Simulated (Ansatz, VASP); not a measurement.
One calculation of MoS2, two programs

INCAR

```
SYSTEM = MoS2
  PREC = Accurate
  ENCUT = 520
  EDIFF = 1E-7
  ISMEAR = 0
  SIGMA = 0.05
  LREAL = .FALSE.
  LASPH = .TRUE.
  NELM = 100
  ALGO = Normal
  ISIF = 2
  LWAVE = .FALSE.
  LCHARG = .TRUE.
  GGA = PE
  IVDW = 12
  LELF = .TRUE.
  LVHAR = .TRUE.
  NBANDS = 35
```

The input KPOINTS:

```
regular mesh
0
G
  10 10 2
  0 0 0
```

POSCAR

```
MoS2
1.0
   -3.1494847632      0.0000000000      0.0000000000
   -1.5747423816     -2.7275338138      0.0000000000
   -2.6245706360     -1.8183558759     13.2900638030
Mo S
2 4
Direct
   -0.0294750000     -0.0393000000      0.0589500000
   -0.2794750000     -0.3726333333      0.5589500000
   -0.0050888205     -0.1178962051      0.6768443076
    0.2449111795      0.2154371283      0.1768443076
   -0.1371945129     -0.2940371283      0.9410556924
    0.1128054871      0.0392962051      0.4410556924
```

Input for Ansatz:

```yaml
crystal:
  lattice:
    - [-3.1494847632, 0.0, 0.0]
    - [-1.5747423816, -2.7275338138, 0.0]
    - [-2.624570636, -1.8183558759, 13.290063803]
  atoms:
    - { symbol: Mo, position: [-0.029475, -0.0393, 0.05895] }
    - { symbol: Mo, position: [-0.279475, -0.3726333333, 0.55895] }
    - { symbol: S, position: [-0.0050888205, -0.1178962051, 0.6768443076] }
    - { symbol: S, position: [0.2449111795, 0.2154371283, 0.1768443076] }
    - { symbol: S, position: [-0.1371945129, -0.2940371283, 0.9410556924] }
    - { symbol: S, position: [0.1128054871, 0.0392962051, 0.4410556924] }
basis:
  ecutwfc: 420
kpoints:
  mp_grid: { grid: [10, 10, 2] }
hamiltonian:
  xc: pbe
  pseudopotentials: { kind: paw, azcp: { folder: soft_1 } }
  dispersion: d3bj
scf:
  occupations: { method: gaussian, width: 0.05 }
output:
  forces: true
  stress: true
  eigenvalues: true
```

Alike in both runs: task single point; functional PBE; dispersion D3(BJ); k mesh 10 × 10 × 2; occupations gaussian, width 0.05 eV; no spin polarisation.

|  | VASP | Ansatz |
| --- | --- | --- |
| version | VASP 6.6.1 | Ansatz 0.2.0 |
| potentials or method | VASP PAW PBE potentials, release 64 (Mo_sv, S), cutoff 520 eV | scalar-relativistic, plane waves, PAW |
| valence electrons in the cell | 52 | 52 |

|  | VASP | Ansatz | Ansatz less VASP |
| --- | --- | --- | --- |
| gap on the k mesh at the Fermi level (eV) | none | none | - |
| pressure (GPa) | 4.5 | 4.6 | +0.17 |
| traceless stress, the component that is largest in VASP (GPa) | -9.02 | -9.07 | -0.048 |
| rms of the force components (eV/Å) | 1.545 | 1.559 | +0.0139 |

Atom by atom the forces differ by 0.015 eV/Å (rms over components). A gap of «none» marks a metal or a gap that the smearing closes.
